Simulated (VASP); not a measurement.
Write the native input for VASP 6.6.1 that does the following.

| Item | Value |
| --- | --- |
| Task | single point |
| Functional | LDA |
| Potentials or basis | VASP PAW LDA potentials, release 64 (Mo_sv) |
| Cutoff | 520 eV |
| k mesh | 15 × 15 × 15 |
| Occupations | fermi-dirac, width 0.1 eV |
| Spin | no spin polarisation |
| Dipole correction | no |
| Further INCAR settings | ALGO = Normal; EDIFF = 1e-06; NBANDS = 13 |

The structure of Mo lies in POSCAR:

```
Mo
1.0
    0.0000000000      2.0190964705      2.0190964705
    2.0190964705      0.0000000000      2.0190964705
    2.0190964705      2.0190964705      0.0000000000
Mo
1
Direct
    0.0000000000      0.0000000000      0.0000000000
```

This cell differs from its parent crystal: volume scaled by 1.08.

These files were run (other wordings do the same):

INCAR

```
ALGO     = Normal         # electronic algorithm
EDIFF    = 1E-6           # SCF threshold, eV
ENCUT    = 520            # plane-wave cutoff, eV
GGA      = CA             # functional
ISIF     = 2              # what is computed and relaxed
ISMEAR   = -1             # smearing method
LASPH    = T              # aspherical terms in the spheres
LCHARG   = F              # write CHGCAR
LREAL    = F              # projectors in reciprocal space
LWAVE    = F              # write WAVECAR
NBANDS   = 13             # bands
NELM     = 100            # most SCF steps
PREC     = Accurate       # precision mode
SIGMA    = 0.1            # smearing width, eV
```

KPOINTS

```
k-points
0
Gamma
  15 15 15
```

Potentials or basis: VASP PAW LDA potentials, release 64 (Mo_sv).

The run is started by

```sh
$ cat potpaw_LDA.64/Mo_sv/POTCAR > POTCAR
$ mpirun -np 1 vasp_std > vasp.out
```

Results of the run:

```yaml
Pressure: -16.4 GPa
Band_gap_on_the_k_mesh: zero (band 7 reaches 14.94 eV, above the bottom of band 8 at 10.55 eV)
```

Run time: 53 s on 1 thread of AMD EPYC 7R13, with other jobs on the host, peak memory 0.11 GiB.
